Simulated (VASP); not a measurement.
# AsC3N3 (C2) in VASP: single point with PBE

Aim: the single point of AsC3N3 with PBE.

All numbers are computed with VASP 6.6.1; they aren't measurements. Logs are shortened: lines on timing, memory, paths and dates and some standing lists are left out, and cuts for length are marked.

## (1) The cell of the first run

The structure is monoclinic, space group C2 (No. 5). The conventional cell has a = 9.299 Å, b = 6.982 Å, c = 9.025 Å, α = 90.00°, β = 101.20°, γ = 90.00°. As (site symmetry 1) has 3 C at 1.85 to 1.98 Å within 2.5 Å. Within 1.6 Å of C (site symmetry 1) lie 1 N at 1.21 Å. Within 1.5 Å of C (site symmetry 1) lie 1 N at 1.15 Å. Within 1.6 Å of C (site symmetry 1) lie 1 N at 1.15 Å. Within 1.6 Å of N (site symmetry 1) lie 1 C at 1.15 Å. Within 1.5 Å of N (site symmetry 1) lie 1 C at 1.15 Å. Within 1.6 Å of N (site symmetry 1) lie 1 C at 1.21 Å.

## (2) Single point, PBE

INCAR reads:

```
SYSTEM = AsC3N3
PREC = Accurate
ENCUT = 520
EDIFF = 1E-6
ISMEAR = -1
SIGMA = 0.1
LREAL = .FALSE.
LASPH = .TRUE.
NELM = 100
ALGO = Fast
ISIF = 2
LWAVE = .FALSE.
LCHARG = .FALSE.
GGA = PE
NBANDS = 45
```

KPOINTS reads:

```
regular mesh
0
G
  5 5 3
  0 0 0
```

POSCAR reads:

```
AsC3N3
1.0
    4.6493000000      3.4907690000      0.0000000000
    4.6493000000     -3.4907690000      0.0000000000
    1.7530440000      0.0000000000     -8.8535210000
As C N
2 6 6
Direct
    0.2904000000      0.2904000000      0.7384000000
    0.7096000000      0.7096000000      0.2616000000
    0.4390000000      0.0190000000      0.6380000000
    0.9810000000      0.5610000000      0.3620000000
    0.9900000000      0.2360000000      0.7450000000
    0.7640000000      0.0100000000      0.2550000000
    0.3480000000      0.0780000000      0.9300000000
    0.9220000000      0.6520000000      0.0700000000
    0.3790000000      0.9870000000      0.0510000000
    0.0130000000      0.6210000000      0.9490000000
    0.7950000000      0.2210000000      0.7550000000
    0.7790000000      0.2050000000      0.2450000000
    0.5150000000      0.8610000000      0.5570000000
    0.1390000000      0.4850000000      0.4430000000
```

Potentials or basis: VASP PAW PBE potentials, release 64 (As, C, N).

Launch:

```console
$ cat potpaw_PBE.64/As/POTCAR potpaw_PBE.64/C/POTCAR potpaw_PBE.64/N/POTCAR > POTCAR
$ mpirun -np 1 vasp_std > vasp.out
```

OUTCAR:

```text
SYSTEM = AsC3N3
   PREC = Accurate
   ENCUT = 520
   EDIFF = 1E-6
   ISMEAR = -1
   LREAL = .FALSE.
   LASPH = .TRUE.
   NELM = 100
   ISIF = 2
   GGA = PE

 ion  position               nearest neighbor table
   1  0.290  0.290  0.738-   5 1.85   3 1.87   7 1.98
   2  0.710  0.710  0.262-   6 1.85   4 1.87   8 1.98
   3  0.439  0.019  0.638-  13 1.21   1 1.87
   4  0.981  0.561  0.362-  14 1.21   2 1.87
   5  0.990  0.236  0.745-  11 1.15   1 1.85
   6  0.764  0.010  0.255-  12 1.15   2 1.85
   7  0.348  0.078  0.930-   9 1.15   1 1.98
   8  0.922  0.652  0.070-  10 1.15   2 1.98
   9  0.379  0.987  0.051-   7 1.15
  10  0.013  0.621  0.949-   8 1.15
  11  0.795  0.221  0.755-   5 1.15
  12  0.779  0.205  0.245-   6 1.15
  13  0.515  0.861  0.557-   3 1.21
  14  0.139  0.485  0.443-   4 1.21

  LATTYP: Found a base centered monoclinic cell.
 ALAT       =     9.2986000000
 B/A-ratio  =     0.7508160368
 C/A-ratio  =     0.9706201398
 COS(beta)  =    -0.1942343123

  Lattice vectors:

 A1 = (  -4.6493000000,  -3.4907690000,   0.0000000000)
 A2 = (  -4.6493000000,   3.4907690000,   0.0000000000)
 A3 = (   1.7530440000,   0.0000000000,  -8.8535210000)

Analysis of symmetry for initial positions (statically):
=====================================================================
 Subroutine PRICEL returns:
 Original cell was already a primitive cell.

 Routine SETGRP: Setting up the symmetry group for a
 base centered monoclinic supercell.

 Subroutine GETGRP returns: Found  2 space group operations
 (whereof  2 operations were pure point group operations)
 out of a pool of  4 trial point group operations.

The static configuration has the point symmetry C_2 .

Analysis of symmetry for dynamics (positions and initial velocities):
=====================================================================
 Subroutine PRICEL returns:
 Original cell was already a primitive cell.

 Routine SETGRP: Setting up the symmetry group for a
 base centered monoclinic supercell.

 Subroutine GETGRP returns: Found  2 space group operations
 (whereof  2 operations were pure point group operations)
 out of a pool of  4 trial point group operations.

The dynamic configuration has the point symmetry C_2 .

[... 132 lines left out ...]
   NELECT =      64.0000    total number of electrons
   NUPDOWN=      -1.0000    fix difference up-down
   EMIN   =  10.00;   EMAX   =-10.00  energy-range for DOS
   EFERMI =   0.00;   METHOD = LEGACY
   ISMEAR =    -1;   SIGMA  =   0.10  broadening in eV -4-tet -1-fermi 0-gaus
   EFERMI_NEDOS =   21; number of points for ismear=-14 and -15
   IALGO  =     68    algorithm
   IMIX   =      4    mixing-type and parameters
     AMIX     =   0.40;   BMIX     =  1.00
     AMIX_MAG =   1.60;   BMIX_MAG =  1.00
  volume/ion in A,a.u.               =      20.53       138.52
  Fermi-wavevector in a.u.,A,eV,Ry     =   0.992316  1.875205 13.397531  0.984691
  Thomas-Fermi vector in A             =   2.124119
   LORBIT       =      0    0 simple, 1 ext, 2 COOP (PROOUT), +10 PAW based schemes
   GGA     = PE    functional components
   LHFCALC =     F    Hartree Fock is set to
   AEXX    =    0.0000 exact exchange contribution
   IVDW    =     0    specifies the selected vdW correction
   LEPSILON=     F    determine dielectric tensor
   LRPA    =     F    only Hartree local field effects (RPA)
 non-spin polarized calculation
 RMM-DIIS sequential band-by-band and
  energy-cutoff  :      520.00
  volume of cell :      287.38
 maximum number of plane-waves:      7759
 NGX is ok and might be reduce to    48
   NGX = 21   NGY = 21   NGZ = 33

 number of electron      64.0000000 magnetization

 Free energy of the ion-electron system (eV)
  ---------------------------------------------------
  ext. energy  EPLUGINS =         0.00000000
  ---------------------------------------------------
  free energy    TOTEN  =      -104.71224734 eV

  energy without entropy =     -104.71224734  energy(sigma->0) =     -104.71224734

 E-fermi :  -0.8283     XC(G=0):  -7.0624

 val. band max:       -3.0049970881   @ k =   0.0000   0.0000   0.0000
 cond. band min:       1.4160593094   @ k =   0.2000   0.2000  -0.0000
 fundamental gap:      4.4210563975
 Fermi energy:        -0.8283105779

 k-point     1 :       0.0000    0.0000    0.0000
  band No.  band energies     occupation
      1     -18.9774      2.00000
      2     -18.9037      2.00000
      3     -18.6261      2.00000
      4     -18.5434      2.00000
      5     -18.3314      2.00000
      6     -18.2572      2.00000
[... 1117 lines left out ...]
     43       3.9080      0.00000
     44       4.7110      0.00000
 [bands above 44 left out]

------------------------ aborting loop because EDIFF is reached ----------------------------------------

  FORCE on cell =-STRESS in cart. coord.  units (eV):
  Direction    XX          YY          ZZ          XY          YZ          ZX
  --------------------------------------------------------------------------------------
  -------------------------------------------------------------------------------------
  Total        8.6365901      2.6112054      1.3895020      0.0000000      0.0000000      1.8088010
  in kB       48.1502106     14.5578390      7.7466703      0.0000000      0.0000000     10.0843211
  external PRESSURE =      23.4849066 kB  Pullay stress =       0.0000000 kB

 VOLUME and BASIS-vectors are now :
 -----------------------------------------------------------------------------
  energy-cutoff  :      520.00
  volume of cell :      287.38
      direct lattice vectors                 reciprocal lattice vectors
     4.649300000  3.490769000  0.000000000     0.107543071  0.143234915  0.021294097
     4.649300000 -3.490769000  0.000000000     0.107543071 -0.143234915  0.021294097
     1.753044000  0.000000000 -8.853521000     0.000000000  0.000000000 -0.112949413

 POSITION                                       TOTAL-FORCE (eV/Angst)
 -----------------------------------------------------------------------------------
      3.99476      0.00000     -6.53744         2.582802     -0.014458     -0.855449
      7.05688      0.00000     -2.31608        -2.582802     -0.014458      0.855449
      3.24782      1.46612     -5.64855        -2.701231      3.882266      3.536695
      7.80382      1.46612     -3.20497         2.701231      3.882266     -3.536695
      7.00606      2.63204     -6.59587        -0.443745      0.010982     -0.105379
      4.04558      2.63204     -2.25765         0.443745      0.010982      0.105379
      3.61093      0.94251     -8.23377         0.306877     -0.927200      1.123672
      7.44071      0.94251     -0.61975        -0.306877     -0.927200     -1.123672
      6.44035     -2.12239     -0.45153        -0.072899      0.668207     -1.172249
      4.61129     -2.12239     -8.40199         0.072899      0.668207      1.172249
      6.04724      2.00370     -6.68441        -1.501712     -1.037162     -0.045102
      5.00441      2.00370     -2.16911         1.501712     -1.037162      0.045102
      7.37388     -1.20781     -4.93141         1.887750     -2.582636     -2.371960
      3.67776     -1.20781     -3.92211        -1.887750     -2.582636      2.371960
 -----------------------------------------------------------------------------------
    total drift:                               -0.000000     -0.001196     -0.000000

  FREE ENERGIE OF THE ION-ELECTRON SYSTEM (eV)
  ---------------------------------------------------
  free  energy   TOTEN  =      -104.7122473436 eV

  energy  without entropy=     -104.7122473427  energy(sigma->0) =     -104.71224734
```

OSZICAR:

```text
N       E                     dE             d eps       ncg     rms          rms(c)
DAV:   1     0.382734345969E+03    0.38273E+03   -0.28368E+04  2160   0.121E+03
DAV:   2    -0.700856544686E+02   -0.45282E+03   -0.43299E+03  2817   0.267E+02
DAV:   3    -0.115330188083E+03   -0.45245E+02   -0.44650E+02  2576   0.883E+01
DAV:   4    -0.116455549469E+03   -0.11254E+01   -0.11151E+01  2832   0.155E+01
DAV:   5    -0.116486040809E+03   -0.30491E-01   -0.30455E-01  2714   0.238E+00    0.212E+01
RMM:   6    -0.105994764998E+03    0.10491E+02   -0.21692E+01  2271   0.165E+01    0.118E+01
RMM:   7    -0.104770878539E+03    0.12239E+01   -0.95046E+00  2555   0.118E+01    0.593E+00
RMM:   8    -0.104728536558E+03    0.42342E-01   -0.24349E+00  2690   0.677E+00    0.274E+00
RMM:   9    -0.104699083877E+03    0.29453E-01   -0.36661E-01  2441   0.305E+00    0.513E-01
RMM:  10    -0.104711205362E+03   -0.12121E-01   -0.13700E-01  3019   0.129E+00    0.218E-01
RMM:  11    -0.104712081308E+03   -0.87595E-03   -0.12957E-02  2898   0.474E-01    0.102E-01
RMM:  12    -0.104712182967E+03   -0.10166E-03   -0.20667E-03  2856   0.191E-01    0.500E-02
RMM:  13    -0.104712243305E+03   -0.60337E-04   -0.53082E-04  3085   0.876E-02    0.179E-02
RMM:  14    -0.104712245423E+03   -0.21185E-05   -0.64993E-05  2891   0.358E-02    0.748E-03
RMM:  15    -0.104712247333E+03   -0.19092E-05   -0.15110E-05  2812   0.165E-02    0.303E-03
RMM:  16    -0.104712247344E+03   -0.11060E-07   -0.31179E-06  2111   0.694E-03
   1 F= -.10471225E+03 E0= -.10471225E+03  d E =-.846326E-09
```

Run time: 5.6 min. Hardware: 1 thread of Intel Xeon Platinum 8488C (Sapphire Rapids), shared host; peak memory 0.53 GiB.

What came out:

- Free energy: -104.7122 eV
- Pressure: 2.3 GPa
- Largest force: 5.906 eV/Å
- Band gap on the k mesh: 4.42 eV (least direct gap 4.46 eV)

Forces on the atoms (eV/Å):
```
As   2.583 -0.014 -0.855
As  -2.583 -0.014  0.855
C   -2.701  3.882  3.537
C    2.701  3.882 -3.537
C   -0.444  0.011 -0.105
C    0.444  0.011  0.105
C    0.307 -0.927  1.124
C   -0.307 -0.927 -1.124
N   -0.073  0.668 -1.172
N    0.073  0.668  1.172
N   -1.502 -1.037 -0.045
N    1.502 -1.037  0.045
N    1.888 -2.583 -2.372
N   -1.888 -2.583  2.372
```

Stress tensor (GPa, compression positive):
```
4.82 0.00 1.01
0.00 1.46 0.00
1.01 0.00 0.77
```

Caveat: an odd mesh through Γ misses points on the zone boundary, where band edges can lie; forces of over 1 eV/Å act on the atoms, so gaps and moduli don't describe the material at rest.
